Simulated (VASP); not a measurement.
# AlNi3 in VASP: further runs, part 2 of 2

VASP 6.6.1. Earlier steps stand in the parts before.

## 4. Single point, PBEsol (strain +0.080 along x and y, +0.080 along z)

The input, INCAR:

```
PREC = Accurate
ENCUT = 520
EDIFF = 1E-6
ISMEAR = 0
SIGMA = 0.15
LREAL = F
LASPH = T
NELM = 60
ALGO = Fast
ISIF = 2
LWAVE = F
LCHARG = F
GGA = PS
NBANDS = 24
```

The input, KPOINTS:

```
Automatic mesh
0
Gamma
  14 14 14
```

The input, POSCAR:

```
AlNi3
1.0
    0.0000000000      3.0222804880      3.0222804880
    3.0222804880      0.0000000000      3.0222804880
    3.0222804880      3.0222804880      0.0000000000
Al Ni
1 3
Direct
    0.5000000000      0.5000000000      0.5000000000
    0.2500000000      0.2500000000      0.2500000000
    0.0000000000      0.0000000000      0.0000000000
    0.7500000000      0.7500000000      0.7500000000
```

Potentials or basis: VASP PAW PBE potentials, release 64 (Al, Ni).

On the command line:

```console
> cat potpaw_PBE.64/Al/POTCAR potpaw_PBE.64/Ni/POTCAR > POTCAR
> mpirun -np 1 vasp_std > vasp.out
```

OUTCAR:

```text
PREC = Accurate
   ENCUT = 520
   EDIFF = 1E-6
   ISMEAR = 0
   LREAL = F
   LASPH = T
   NELM = 60
   ISIF = 2
   GGA = PS

 ion  position               nearest neighbor table
   1  0.500  0.500  0.500-   2 2.62   2 2.62   2 2.62   2 2.62   4 2.62   4 2.62   4 2.62   4 2.62
                             3 3.02   3 3.02   3 3.02   3 3.02   3 3.02   3 3.02
   2  0.250  0.250  0.250-   3 2.62   3 2.62   3 2.62   1 2.62   3 2.62   1 2.62   1 2.62   1 2.62
                             4 3.02   4 3.02   4 3.02   4 3.02   4 3.02   4 3.02
   3  0.000  0.000  0.000-   4 2.62   4 2.62   4 2.62   2 2.62   4 2.62   2 2.62   2 2.62   2 2.62
                             1 3.02   1 3.02   1 3.02   1 3.02   1 3.02   1 3.02
   4  0.750  0.750  0.750-   1 2.62   1 2.62   1 2.62   1 2.62   3 2.62   3 2.62   3 2.62   3 2.62
                             2 3.02   2 3.02   2 3.02   2 3.02   2 3.02   2 3.02

  LATTYP: Found a face centered cubic cell.
 ALAT       =     6.0445609760

  Lattice vectors:

 A1 = (   0.0000000000,   3.0222804880,   3.0222804880)
 A2 = (   3.0222804880,   0.0000000000,   3.0222804880)
 A3 = (   3.0222804880,   3.0222804880,   0.0000000000)

Analysis of symmetry for initial positions (statically):
[... 178 lines left out ...]
 E-fermi :   6.9599     XC(G=0): -11.7777

 val. band max:        6.9404737014   @ k =   0.5000   0.4286   0.0000
 cond. band min:       6.9668885885   @ k =  -0.3571   0.4286   0.0714
 fundamental gap:      0.0264148870
 Fermi energy:         6.9599267648

 k-point     1 :       0.0000    0.0000    0.0000
  band No.  band energies     occupation
      1      -1.7383      2.00000
      2       4.3986      2.00000
      3       4.3986      2.00000
      4       4.3986      2.00000
      5       4.4136      2.00000
      6       4.4136      2.00000
[... 637 lines left out ...]
     23      13.6056      0.00000
     24      15.0537      0.00000

 [... further k-points ...]

------------------------ aborting loop because EDIFF is reached ----------------------------------------

  FORCE on cell =-STRESS in cart. coord.  units (eV):
  Direction    XX          YY          ZZ          XY          YZ          ZX
  --------------------------------------------------------------------------------------
  -------------------------------------------------------------------------------------
  Total       -9.3040500     -9.3040500     -9.3040500     -0.0000000      0.0000000      0.0000000
  in kB     -269.9903997   -269.9903997   -269.9903997     -0.0000000      0.0000000      0.0000000
  external PRESSURE =    -269.9903997 kB  Pullay stress =       0.0000000 kB

 VOLUME and BASIS-vectors are now :
 -----------------------------------------------------------------------------
  energy-cutoff  :      520.00
  volume of cell :       55.21
      direct lattice vectors                 reciprocal lattice vectors
     0.000000000  3.022280488  3.022280488    -0.165437987  0.165437987  0.165437987
     3.022280488  0.000000000  3.022280488     0.165437987 -0.165437987  0.165437987
     3.022280488  3.022280488  0.000000000     0.165437987  0.165437987 -0.165437987

 POSITION                                       TOTAL-FORCE (eV/Angst)
 -----------------------------------------------------------------------------------
      3.02228      3.02228      3.02228         0.000000     -0.000000     -0.000000
      1.51114      1.51114      1.51114        -0.000000     -0.000000     -0.000000
      0.00000      0.00000      0.00000         0.000000     -0.000000     -0.000000
      4.53342      4.53342      4.53342         0.000000      0.000000      0.000000
 -----------------------------------------------------------------------------------
    total drift:                               -0.000000     -0.000000      0.000000

  FREE ENERGIE OF THE ION-ELECTRON SYSTEM (eV)
  ---------------------------------------------------
  free  energy   TOTEN  =       -22.9009804383 eV

  energy  without entropy=      -22.8580965301  energy(sigma->0) =      -22.87953848
```

stdout:

```text
POSCAR found type information on POSCAR AlNi
 POSCAR found :  2 types and       4 ions
 scaLAPACK will be used
 -----------------------------------------------------------------------------
|                                                                             |
|                                                                             |
|     You enforced a specific xc type in the INCAR file but a different       |
|     I HOPE YOU KNOW WHAT YOU ARE DOING!                                     |
|                                                                             |
 -----------------------------------------------------------------------------

 LDA part: xc-table for (Slater+PW92), standard interpolation
 POSCAR, INCAR and KPOINTS ok, starting setup
 FFT: planning ... GRIDC
 FFT: planning ... GRID_SOFT
 FFT: planning ... GRID
 WAVECAR not read
 entering main loop
```

It took 50 s on 1 thread of Intel Xeon 6975P-C (Granite Rapids), shared host; peak memory 0.25 GiB.

What came out:

```yaml
Free_energy: -22.9010 eV
Pressure: -27.0 GPa
Band_gap_on_the_k_mesh: zero (an odd number of electrons rules out a gap without spin polarisation)
```

Levels at points of the mesh, in eV from the Fermi level:
```tsv
k point	band 14	band 15	band 16	band 17	band 18	band 19
(0.00, 0.00, 0.00)	-0.42	-0.38	-0.38	4.84	4.84	4.84
(0.50, 0.00, 0.00)	-0.47	-0.36	-0.36	-0.13	3.88	3.88
(0.50, 0.50, 0.00)	-0.56	-0.44	-0.31	-0.26	-0.26	-0.07
```

Caveat: the cell differs from its parent crystal (strain +0.080 along x and y, +0.080 along z); the cell stands under tension; the PAW data sets were made with another functional, which shifts forces and pressure a little. Spin polarisation is off, so any magnetic state and its effect on volume and gap are missing.

## 5. Single point, PBEsol (strain -0.040 along x and y, -0.040 along z)

The input, INCAR:

```
ALGO = Normal ; EDIFF = 1E-6
ENCUT = 520 ; GGA = PS
ISIF = 2 ; ISMEAR = 0
LASPH = True ; LCHARG = False
LREAL = False ; LWAVE = False
NBANDS = 24 ; NELM = 100
PREC = Accurate ; SIGMA = 0.15
```

The input, KPOINTS:

```
k-points
0
Gamma
  14 14 14
```

The input, POSCAR:

```
AlNi3
1.0
    0.0000000000      2.6864715449      2.6864715449
    2.6864715449      0.0000000000      2.6864715449
    2.6864715449      2.6864715449      0.0000000000
Al Ni
1 3
Direct
    0.5000000000      0.5000000000      0.5000000000
    0.2500000000      0.2500000000      0.2500000000
    0.0000000000      0.0000000000      0.0000000000
    0.7500000000      0.7500000000      0.7500000000
```

On the command line:

```console
> cat potpaw_PBE.64/Al/POTCAR potpaw_PBE.64/Ni/POTCAR > POTCAR
> mpirun -np 1 vasp_std > vasp.out
```

It took 40 s on 1 thread of Intel Xeon 6975P-C (Granite Rapids), shared host; peak memory 0.21 GiB.

Results (log left out):

* Free energy: -23.6262 eV
* Pressure: 32.4 GPa
* Band gap on the k mesh: zero (an odd number of electrons rules out a gap without spin polarisation)

Levels at points of the mesh, in eV from the Fermi level:
```tsv
k point	band 14	band 15	band 16	band 17	band 18	band 19
(0.00, 0.00, 0.00)	-0.67	-0.62	-0.62	5.85	5.85	5.85
(0.50, 0.00, 0.00)	-0.77	-0.56	-0.56	-0.16	4.64	4.64
(0.50, 0.50, 0.00)	-0.89	-0.71	-0.43	-0.43	-0.41	-0.01
```

Caveat: the cell differs from its parent crystal (strain -0.040 along x and y, -0.040 along z); the cell stands under pressure; the PAW data sets were made with another functional, which shifts forces and pressure a little.

## 6. Single point, PBEsol (strain -0.080 along x and y, -0.040 along z)

The input, INCAR:

```
SYSTEM = AlNi3
PREC = Accurate ; ENCUT = 520
EDIFF = 1E-6 ; ISMEAR = 0
SIGMA = 0.15 ; LREAL = .False.
LASPH = .True. ; NELM = 100
ALGO = Fast ; ISIF = 2
LWAVE = .False. ; LCHARG = .True.
GGA = PS ; LELF = .True.
LVHAR = .True. ; NBANDS = 24
```

The input, KPOINTS:

```
Automatic mesh
0
Gamma
  14 14 14
  0 0 0
```

The input, POSCAR:

```
AlNi3
1.0
    0.0000000000      2.5745352306      2.6864715449
    2.5745352306      0.0000000000      2.6864715449
    2.5745352306      2.5745352306      0.0000000000
Al Ni
1 3
Direct
    0.5000000000      0.5000000000      0.5000000000
    0.2500000000      0.2500000000      0.2500000000
    0.0000000000      0.0000000000      0.0000000000
    0.7500000000      0.7500000000      0.7500000000
```

Potentials or basis: VASP PAW PBE potentials, release 64 (Al, Ni).

On the command line:

```console
> cat potpaw_PBE.64/Al/POTCAR potpaw_PBE.64/Ni/POTCAR > POTCAR
> mpirun -np 1 vasp_std > vasp.out
```

It took 1.8 min on 1 thread of Intel Xeon 6975P-C (Granite Rapids), shared host; peak memory 0.29 GiB.

The run converged. Its results:

```
Free energy            : -22.6758 eV
Pressure               : 66.7 GPa
Band gap on the k mesh : zero (an odd number of electrons rules out a gap without spin polarisation)
```

Stress tensor (GPa, compression positive):
```
66.19  0.00  0.00
 0.00 66.19  0.00
 0.00  0.00 67.71
```

Levels at points of the mesh, in eV from the Fermi level:
```
           k point  band 13  band 14  band 15  band 16  band 17  band 18  band 19  band 20
(0.00, 0.00, 0.00)    -0.81    -0.80    -0.66    -0.63     6.13     6.13     6.25     6.84
(0.50, 0.00, 0.00)    -0.91    -0.86    -0.73    -0.53    -0.16     4.60     5.11     5.66
(0.50, 0.50, 0.00)    -1.34    -0.83    -0.69    -0.44    -0.42    -0.42    -0.29     5.67
(0.50, 0.00, 0.50)    -1.44    -1.14    -0.76    -0.58    -0.45    -0.44     0.19     5.21
```

Caveat: the cell differs from its parent crystal (strain -0.080 along x and y, -0.040 along z); the cell stands under pressure; the PAW data sets were made with another functional, which shifts forces and pressure a little. Spin polarisation is off, so any magnetic state and its effect on volume and gap are missing.

## 7. The runs side by side

```tsv
cell	gap on the mesh (eV)	pressure (GPa)
a = 4.116 Å, angles 60.0°, 4 atoms	none	-17.8
a = 3.641 Å, angles 60.0°, 4 atoms	none	88.3
a = 4.274 Å, angles 60.0°, 4 atoms	none	-27.0
a = 3.799 Å, angles 60.0°, 4 atoms	none	32.4
a = 3.721, b = 3.721, c = 3.641 Å, angles 60.7, 60.7, 58.6°, 4 atoms	none	66.7
```

Alike in all rows: task single point; level PBEsol; potentials or basis VASP PAW PBE potentials, release 64 (Al, Ni); no spin polarisation; k mesh 14 × 14 × 14; cutoff (eV) 520; smearing gaussian 0.15 eV.

Caveats: the PAW data sets were made with another functional, which shifts forces and pressure a little; the cell stands under pressure (at least some runs); the cell stands under tension (at least some runs).

Total energies depend on the potentials used, so only differences within one code and one set of settings carry meaning.
